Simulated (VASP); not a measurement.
Write the native input for VASP 6.6.1 that does the following.

```
Task                   : single point
Functional             : PBEsol
Potentials or basis    : VASP PAW PBE potentials, release 64 (Co, Si)
Cutoff                 : 520 eV
k mesh                 : 12 × 12 × 10
Occupations            : gaussian, width 0.15 eV
Spin                   : no spin polarisation
Dipole correction      : no
Further INCAR settings : ALGO = Fast; EDIFF = 1e-07; NBANDS = 41
```

The structure of Co3Si lies in POSCAR:

```
Co3Si
1.0
    4.8891302239      0.0000000000      0.0000000000
   -2.4445651119      4.2341109763      0.0000000000
    0.0000000000      0.0000000000      3.9040737741
Co Si
6 2
Direct
    0.1664189026      0.3328378052      0.7500000000
    0.6671621948      0.8335810974      0.7500000000
    0.1664189026      0.8335810974      0.7500000000
    0.8335810974      0.6671621948      0.2500000000
    0.3328378052      0.1664189026      0.2500000000
    0.8335810974      0.1664189026      0.2500000000
    0.6666666667      0.3333333333      0.7500000000
    0.3333333333      0.6666666667      0.2500000000
```

These files were run (other wordings do the same):

INCAR

```
PREC = Accurate ; ENCUT = 520
EDIFF = 1E-7 ; ISMEAR = 0
SIGMA = 0.15 ; LREAL = F
LASPH = T ; NELM = 80
ALGO = Fast ; ISIF = 2
LWAVE = F ; LCHARG = F
GGA = PS ; NBANDS = 41
```

KPOINTS

```
Automatic mesh
0
Gamma
  12 12 10
```

Potentials or basis: VASP PAW PBE potentials, release 64 (Co, Si).

Launch:

```console
$ cat potpaw_PBE.64/Co/POTCAR potpaw_PBE.64/Si/POTCAR > POTCAR
$ mpirun -np 1 vasp_std > vasp.out
```

Results of the run:

The pressure is -0.3 GPa, the largest force is 0.016 eV/Å and the band gap on the k mesh is zero (band 31 reaches 12.41 eV, above the bottom of band 32 at 11.83 eV).

Caveat: the PAW data sets were made with another functional, which shifts forces and pressure a little.

Run time: 7 min on 1 thread of Intel(R) Xeon(R) Platinum 8259CL CPU @ 2.50GHz (Skylake/Cascade Lake), with other jobs on the host, peak memory 0.39 GiB.
